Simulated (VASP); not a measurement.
# CuI (F-43m) in VASP: further runs

The runs below take CuI through single point, relaxation of cell and atoms, with HF, HSE06.

Program: VASP 6.6.1. These are calculated values, not measurements. Logs are shortened: lines on timing, memory, paths and dates and some standing lists are left out, and cuts for length are marked.

### Step 1. The cell of the first run

It takes space group F-43m (No. 216, cubic). The conventional cell has a = 6.645 Å, b = 6.645 Å, c = 6.645 Å, α = 90.00°, β = 90.00°, γ = 90.00°. Within 3.8 Å of I (site symmetry -43m) lie 4 Cu at 2.88 Å. Cu (site symmetry -43m) has 4 I at 2.88 Å within 3.8 Å.

### Step 2. Single point, HF

Input file POSCAR:

```
CuI
1.0
    0.0000000000      3.3222963788      3.3222963788
    3.3222963788      0.0000000000      3.3222963788
    3.3222963788      3.3222963788      0.0000000000
I Cu
1 1
Direct
    0.0000000000      0.0000000000      0.0000000000
    0.7500000000      0.7500000000      0.7500000000
```

Input file INCAR.step1:

```
SYSTEM = CuI
ALGO     = Normal         ! electronic algorithm
EDIFF    = 1E-5           ! SCF threshold, eV
ENCUT    = 520            ! plane-wave cutoff, eV
GGA      = PE             ! functional
ISIF     = 2              ! what is computed and relaxed
ISMEAR   = -1             ! smearing method
LASPH    = .True.         ! aspherical terms in the spheres
LCHARG   = .False.        ! write CHGCAR
LREAL    = .False.        ! projectors in reciprocal space
LWAVE    = .True.         ! write WAVECAR
NBANDS   = 16             ! bands
NELM     = 60             ! most SCF steps
PREC     = Accurate       ! precision mode
SIGMA    = 0.05           ! smearing width, eV
```

Input file INCAR.step2:

```
SYSTEM = CuI
AEXX     = 1.0            ! exact-exchange fraction
AGGAC    = 0.0          
ALDAC    = 0.0          
ALGO     = Normal         ! electronic algorithm
EDIFF    = 1E-6           ! SCF threshold, eV
ENCUT    = 520            ! plane-wave cutoff, eV
GGA      = PE             ! functional
ISIF     = 2              ! what is computed and relaxed
ISMEAR   = -1             ! smearing method
ISTART   = 1            
LASPH    = .True.         ! aspherical terms in the spheres
LCHARG   = .False.        ! write CHGCAR
LHFCALC  = .True.         ! exact exchange
LREAL    = .False.        ! projectors in reciprocal space
LWAVE    = .False.        ! write WAVECAR
NBANDS   = 16             ! bands
NELM     = 60             ! most SCF steps
PREC     = Accurate       ! precision mode
PRECFOCK = Normal       
SIGMA    = 0.05           ! smearing width, eV
```

Input file KPOINTS:

```
k-points
0
Gamma
  4 4 4
  0 0 0
```

Potentials or basis: VASP PAW PBE potentials, release 64 (I, Cu).

Launch:

```bash
$ cat potpaw_PBE.64/I/POTCAR potpaw_PBE.64/Cu/POTCAR > POTCAR
$ cp INCAR.step1 INCAR
$ mpirun -np 1 vasp_std > vasp.out
$ cp INCAR.step2 INCAR
$ mpirun -np 1 vasp_std > vasp.out
```

OUTCAR:

```text
SYSTEM = CuI
   AEXX = 1.0
   EDIFF = 1E-6
   ENCUT = 520
   GGA = PE
   ISIF = 2
   ISMEAR = -1
   ISTART = 1
   LASPH = .True.
   LHFCALC = .True.
   LREAL = .False.
   NELM = 60
   PREC = Accurate
   PRECFOCK = Normal

 ion  position               nearest neighbor table
   1  0.000  0.000  0.000-   2 2.88   2 2.88   2 2.88   2 2.88
   2  0.750  0.750  0.750-   1 2.88   1 2.88   1 2.88   1 2.88

  LATTYP: Found a face centered cubic cell.
 ALAT       =     6.6445927576

  Lattice vectors:

 A1 = (   0.0000000000,   3.3222963788,   3.3222963788)
 A2 = (   3.3222963788,   0.0000000000,   3.3222963788)
 A3 = (   3.3222963788,   3.3222963788,   0.0000000000)

Analysis of symmetry for initial positions (statically):
=====================================================================
 Subroutine PRICEL returns:
 Original cell was already a primitive cell.

 Routine SETGRP: Setting up the symmetry group for a
 face centered cubic supercell.

 Subroutine GETGRP returns: Found 24 space group operations
 (whereof 24 operations were pure point group operations)
 out of a pool of 48 trial point group operations.

The static configuration has the point symmetry T_d .

Analysis of symmetry for dynamics (positions and initial velocities):
=====================================================================
 Subroutine PRICEL returns:
 Original cell was already a primitive cell.

 Routine SETGRP: Setting up the symmetry group for a
 face centered cubic supercell.

 Subroutine GETGRP returns: Found 24 space group operations
 (whereof 24 operations were pure point group operations)
 out of a pool of 48 trial point group operations.

The dynamic configuration has the point symmetry T_d .

 Subroutine INISYM returns: Found 24 space group operations
 (whereof 24 operations are pure point group operations),
 and found     1 'primitive' translations

----------------------------------------------------------------------------------------

                                     Primitive cell

  volume of cell :      73.3407

  direct lattice vectors                    reciprocal lattice vectors
     0.000000000  3.322296379  3.322296379    -0.150498313  0.150498313  0.150498313
     3.322296379  0.000000000  3.322296379     0.150498313 -0.150498313  0.150498313
     3.322296379  3.322296379  0.000000000     0.150498313  0.150498313 -0.150498313

  length of vectors
     4.698436597  4.698436597  4.698436597     0.260670724  0.260670724  0.260670724

  position of ions in fractional coordinates (direct lattice)
     0.000000000  0.000000000  0.000000000
     0.750000000  0.750000000  0.750000000

  ion indices of the primitive-cell ions
   primitive index   ion index
                 1           1
                 2           2

----------------------------------------------------------------------------------------

 KPOINTS: k-points

Automatic generation of k-mesh.
 Grid dimensions read from file:
 generate k-points for:    4    4    4

 Generating k-lattice:

  Cartesian coordinates                     Fractional coordinates (reciprocal lattice)
    -0.037624578  0.037624578  0.037624578     0.250000000  0.000000000  0.000000000
     0.037624578 -0.037624578  0.037624578     0.000000000  0.250000000  0.000000000
     0.037624578  0.037624578 -0.037624578     0.000000000  0.000000000  0.250000000

  Length of vectors
     0.065167681  0.065167681  0.065167681

  Shift w.r.t. Gamma in fractional coordinates (k-lattice)
     0.000000000  0.000000000  0.000000000

 Subroutine IBZKPT returns following result:
 ===========================================

 Found      8 irreducible k-points:

 Following reciprocal coordinates:
            Coordinates               Weight
  0.000000  0.000000  0.000000      1.000000
  0.250000  0.000000  0.000000      8.000000
  0.500000  0.000000  0.000000      4.000000
  0.250000  0.250000  0.000000      6.000000
  0.500000  0.250000  0.000000     24.000000
 -0.250000  0.250000  0.000000     12.000000
  0.500000  0.500000  0.000000      3.000000
 -0.250000  0.500000  0.250000      6.000000
   k-points           NKPTS =      8   k-points in BZ     NKDIM =     64   number of bands    NBANDS=     16
   number of dos      NEDOS =    301   number of ions     NIONS =      2
   total plane-waves  NPLWV =  46656
   dimension x,y,z NGX =    36 NGY =   36 NGZ =   36
   dimension x,y,z NGXF=    72 NGYF=   72 NGZF=   72
   ions per type =               1   1
   NGX,Y,Z   is equivalent  to a cutoff of  12.74, 12.74, 12.74 a.u.
   NGXF,Y,Z  is equivalent  to a cutoff of  25.48, 25.48, 25.48 a.u.
 SYSTEM =  CuI
   PREC   = accura    normal or accurate (medium, high low for compatibility)
   ISTART =      1    job   : 0-new  1-cont  2-samecut
   ICHARG =      0    charge: 1-file 2-atom 10-const
   ISPIN  =      1    spin polarized calculation?
   LNONCOLLINEAR =      F non collinear calculations
   LSORBIT =      F    spin-orbit coupling
   LASPH  =      T    aspherical Exc in radial PAW
   ENCUT  =  520.0 eV  38.22 Ry    6.18 a.u.   8.74  8.74  8.74*2*pi/ulx,y,z
   NELM   =     60;   NELMIN=  2; NELMDL=  0     # of ELM steps
   EDIFF  = 0.1E-05   stopping-criterion for ELM
   LREAL  =      F    real-space projection
   EDIFFG = 0.1E-04   stopping-criterion for IOM
   NSW    =      0    number of steps for IOM
   IBRION =     -1    ionic relax: 0-MD 1-quasi-New 2-CG
   NFREE  =      0    steps in history (QN), initial steepest desc. (CG)
   ISIF   =      2    stress and relaxation
   ISYM   =      3    0-nonsym 1-usesym 2-fastsym
   POTIM  = 0.5000    time-step for ionic-motion
   TEBEG  =    0.0;   TEEND  =   0.0 temperature during run
   PSTRESS=    0.0 pullay stress
   NELECT =      18.0000    total number of electrons
   NUPDOWN=      -1.0000    fix difference up-down
   EMIN   =  10.00;   EMAX   =-10.00  energy-range for DOS
   EFERMI =   0.00;   METHOD = LEGACY
   ISMEAR =    -1;   SIGMA  =   0.05  broadening in eV -4-tet -1-fermi 0-gaus
   EFERMI_NEDOS =   21; number of points for ismear=-14 and -15
   IALGO  =     38    algorithm
   IMIX   =      1    mixing-type and parameters
     AMIX     =   0.40;   BMIX     =  1.00
     AMIX_MAG =   1.60;   BMIX_MAG =  1.00
  volume/ion in A,a.u.               =      36.67       247.46
  Fermi-wavevector in a.u.,A,eV,Ry     =   1.024984  1.936940 14.294188  1.050593
  Thomas-Fermi vector in A             =   2.158801
   LORBIT       =      0    0 simple, 1 ext, 2 COOP (PROOUT), +10 PAW based schemes
   GGA     = PE    functional components
   LHFCALC =     T    Hartree Fock is set to
   PRECFOCK=normal    Normal, Fast or Accurate (Low or Medium for compatibility)
   ENCUT4O =  -1.0   cutoff for four orbital integrals eV
   NKREDX  =     1    reduce k-point grid by
   NKREDY  =     1    reduce k-point grid by
   NKREDZ  =     1    reduce k-point grid by
   AEXX    =    1.0000 exact exchange contribution
   HFSCREEN=    0.0000 screening length (either q_TF or 0.3 A-1)
   HFSCREENC=   0.0000 screening length for correlation (either q_TF or 0.3 A-1)
   ENCUTFOCK=  -1.0 apply spherical cutoff to Coloumb kernel
   IVDW    =     0    specifies the selected vdW correction
   LEPSILON=     F    determine dielectric tensor
   LRPA    =     F    only Hartree local field effects (RPA)
 non-spin polarized calculation
  energy-cutoff  :      520.00
  volume of cell :       73.34
 maximum number of plane-waves:      1996
 NGX is ok and might be reduce to    36
  NGX = 28; NGY = 28; NGZ = 28

 number of electron      17.9999987 magnetization

 Free energy of the ion-electron system (eV)
  ---------------------------------------------------
  ext. energy  EPLUGINS =         0.00000000
  ---------------------------------------------------
  free energy    TOTEN  =       -10.96409328 eV

  energy without entropy =      -10.96409328  energy(sigma->0) =      -10.96409328

 E-fermi :  -1.2596     XC(G=0):   0.0000

 val. band max:       -2.3694103018   @ k =   0.0000   0.0000   0.0000
 cond. band min:       7.0291331142   @ k =   0.0000   0.0000   0.0000
 fundamental gap:      9.3985434160
 Fermi energy:        -1.2595857491

 k-point     1 :       0.0000    0.0000    0.0000
  band No.  band energies     occupation
      1     -17.6868      2.00000
      2      -7.2263      2.00000
      3      -7.2263      2.00000
      4      -7.2263      2.00000
      5      -6.6816      2.00000
      6      -6.6816      2.00000
[... 8 lines left out ...]
     15      15.7107      0.00000
     16      15.7107      0.00000

 k-point     2 :       0.2500    0.0000    0.0000
  band No.  band energies     occupation
      1     -17.5028      2.00000
      2      -7.1667      2.00000
      3      -7.1667      2.00000
      4      -7.1146      2.00000
      5      -6.6861      2.00000
      6      -6.6861      2.00000
[... 8 lines left out ...]
     15      14.8116      0.00000
     16      14.9657      0.00000

 k-point     3 :       0.5000    0.0000    0.0000
  band No.  band energies     occupation
      1     -17.3052      2.00000
      2      -7.1107      2.00000
      3      -7.1107      2.00000
      4      -6.6815      2.00000
      5      -6.6815      2.00000
      6      -6.6779      2.00000
[... 8 lines left out ...]
     15      17.1820      0.00000
     16      17.1820      0.00000

 k-point     4 :       0.2500    0.2500    0.0000
  band No.  band energies     occupation
      1     -17.4419      2.00000
      2      -7.1769      2.00000
      3      -7.0999      2.00000
      4      -7.0999      2.00000
      5      -6.7110      2.00000
      6      -6.6681      2.00000
[... 8 lines left out ...]
     15      16.4003      0.00000
     16      17.9719      0.00000

 k-point     5 :       0.5000    0.2500    0.0000
  band No.  band energies     occupation
      1     -17.2444      2.00000
      2      -7.0898      2.00000
      3      -7.0245      2.00000
      4      -6.8309      2.00000
      5      -6.6734      2.00000
      6      -6.6658      2.00000
[... 8 lines left out ...]
     15      17.3200      0.00000
     16      17.8654      0.00000

 k-point     6 :      -0.2500    0.2500    0.0000
  band No.  band energies     occupation
      1     -17.3099      2.00000
      2      -7.0933      2.00000
      3      -7.0883      2.00000
      4      -6.8841      2.00000
      5      -6.6995      2.00000
      6      -6.6793      2.00000
[... 8 lines left out ...]
     15      16.4579      0.00000
     16      17.8860      0.00000

 k-point     7 :       0.5000    0.5000    0.0000
  band No.  band energies     occupation
      1     -17.1800      2.00000
      2      -7.0472      2.00000
      3      -6.9293      2.00000
      4      -6.9293      2.00000
      5      -6.6736      2.00000
      6      -6.6544      2.00000
[... 8 lines left out ...]
     15      17.5775      0.00000
     16      18.0499      0.00000

 k-point     8 :      -0.2500    0.5000    0.2500
  band No.  band energies     occupation
      1     -17.1785      2.00000
      2      -7.0653      2.00000
      3      -6.9537      2.00000
      4      -6.7402      2.00000
      5      -6.7373      2.00000
      6      -6.6083      2.00000
[... 8 lines left out ...]
     15      17.5146      0.00000
     16      17.9224      0.00000

------------------------ aborting loop because EDIFF is reached ----------------------------------------

  FORCE on cell =-STRESS in cart. coord.  units (eV):
  Direction    XX          YY          ZZ          XY          YZ          ZX
  --------------------------------------------------------------------------------------
  -------------------------------------------------------------------------------------
  Total       -0.2313917     -0.2313917     -0.2313917     -0.0000000      0.0000000      0.0000000
  in kB       -5.0549081     -5.0549081     -5.0549081     -0.0000000      0.0000000      0.0000000
  external PRESSURE =      -5.0549081 kB  Pullay stress =       0.0000000 kB

 VOLUME and BASIS-vectors are now :
 -----------------------------------------------------------------------------
  energy-cutoff  :      520.00
  volume of cell :       73.34
      direct lattice vectors                 reciprocal lattice vectors
     0.000000000  3.322296379  3.322296379    -0.150498313  0.150498313  0.150498313
     3.322296379  0.000000000  3.322296379     0.150498313 -0.150498313  0.150498313
     3.322296379  3.322296379  0.000000000     0.150498313  0.150498313 -0.150498313

 POSITION                                       TOTAL-FORCE (eV/Angst)
 -----------------------------------------------------------------------------------
      0.00000      0.00000      0.00000         0.000000      0.000000      0.000000
      4.98344      4.98344      4.98344        -0.000000     -0.000000     -0.000000
 -----------------------------------------------------------------------------------
    total drift:                                0.000120      0.000097      0.000085

  FREE ENERGIE OF THE ION-ELECTRON SYSTEM (eV)
  ---------------------------------------------------
  free  energy   TOTEN  =       -10.9640932845 eV

  energy  without entropy=      -10.9640932845  energy(sigma->0) =      -10.96409328
```

It took 7.4 min on 1 thread of AMD EPYC 9R45 (Zen 5), shared host; peak memory 0.19 GiB.

What came out:

| Quantity | Value |
| --- | --- |
| Free energy | -10.9641 eV |
| Pressure | -0.5 GPa |
| Band gap on the k mesh | 9.40 eV |

Levels at points of the mesh, in eV from the valence-band top:
```
           k point  band 7  band 8  band 9  band 10  band 11  band 12
(0.00, 0.00, 0.00)    0.00    0.00    0.00     9.40    13.96    13.96
(0.50, 0.00, 0.00)   -3.44   -0.58   -0.58    10.88    14.17    14.17
(0.50, 0.50, 0.00)   -2.88   -1.50   -1.50    10.98    11.70    16.78
```

Caveat: the PAW data sets were made with another functional, which shifts forces and pressure a little; spin-orbit coupling is left out, which moves the levels of the heavy elements.

### Step 3. Relaxation of cell and atoms, HF

This run uses another cell than the first one, of 27.86 Å³/atom.

Input file POSCAR:

```
CuI
1.0
    0.0000000000      3.0315000000      3.0315000000
    3.0315000000      0.0000000000      3.0315000000
    3.0315000000      3.0315000000      0.0000000000
I Cu
1 1
Direct
    0.0000000000      0.0000000000      0.0000000000
    0.7500000000      0.7500000000      0.7500000000
```

Input file INCAR.step1:

```
SYSTEM = CuI
ALGO = Normal
EDIFF = 1E-5
ENCUT = 600
GGA = PE
ISMEAR = -1
LASPH = .True.
LCHARG = .False.
LREAL = .False.
LWAVE = .True.
NBANDS = 16
NELM = 60
PREC = Accurate
SIGMA = 0.05
```

Input file INCAR.step2:

```
SYSTEM = CuI
AEXX = 1.0
AGGAC = 0.0
ALDAC = 0.0
ALGO = Normal
EDIFF = 1E-7
EDIFFG = -0.01
ENCUT = 600
GGA = PE
IBRION = 2
ISIF = 3
ISMEAR = -1
ISTART = 1
LASPH = .True.
LCHARG = .False.
LHFCALC = .True.
LREAL = .False.
LWAVE = .False.
NELM = 60
NSW = 60
PREC = Accurate
PRECFOCK = Normal
SIGMA = 0.05
```

KPOINTS is that of step 2.

Potentials or basis: VASP PAW PBE potentials, release 64 (I, Cu).

Launch:

```bash
$ cat potpaw_PBE.64/I/POTCAR potpaw_PBE.64/Cu/POTCAR > POTCAR
$ cp INCAR.step1 INCAR
$ mpirun -np 1 vasp_std > vasp.out
$ cp INCAR.step2 INCAR
$ mpirun -np 1 vasp_std > vasp.out
```

Wall time 31 min (1 thread of AMD EPYC 9R45 (Zen 5), shared host); peak memory 0.21 GiB.

It converged, with:

```yaml
Free_energy: -10.9655 eV
Relaxed_volume: 35.59 Å³/atom
Relaxed_cell: a = 4.652 Å, b = 4.652 Å, c = 4.652 Å, α = 60.00°, β = 60.00°, γ = 60.00°
Space_group_after_relaxing_to_0.1_Å: F-43m (No. 216)
Energy_gained_by_relaxing: 157.7 meV/atom
Ionic_steps: 4
Pressure_after_relaxing: 0.0 GPa
Band_gap_on_the_k_mesh: 9.44 eV
```

The path:
```csv
step,energy change (eV),largest force (eV/Å),pressure (GPa),volume (Å³)
1,0.0000,0.0000,8.28,55.72
2,-0.3071,0.0000,0.88,68.16
3,-0.3147,0.0000,-0.23,72.03
4,-0.3153,0.0000,-0.01,71.18
```

Final structure:
```
CELL_PARAMETERS angstrom
0.00000 3.28940 3.28940
3.28940 0.00000 3.28940
3.28940 3.28940 0.00000
ATOMIC_POSITIONS crystal
I 0.00000 0.00000 0.00000
Cu 0.75000 0.75000 0.75000
```

Levels at points of the mesh, in eV from the valence-band top:
```
           k point  band 5  band 6  band 7  band 8  band 9  band 10  band 11  band 12  band 13
(0.00, 0.00, 0.00)   -4.36   -4.36    0.00    0.00    0.00     9.44    13.94    13.94    13.94
(0.50, 0.00, 0.00)   -4.36   -4.36   -3.63   -0.61   -0.61    10.89    14.16    14.16    15.11
(0.50, 0.50, 0.00)   -4.35   -4.33   -3.00   -1.59   -1.59    10.93    11.68    16.99    18.41
```

Caveat: the k points lie up to 0.41 Å⁻¹ apart in the final cell; the volume moved by over 15 % at a fixed basis, so the end points are rough; the PAW data sets were made with another functional, which shifts forces and pressure a little; spin-orbit coupling is left out, which moves the levels of the heavy elements.

[end of part 1 of 2]
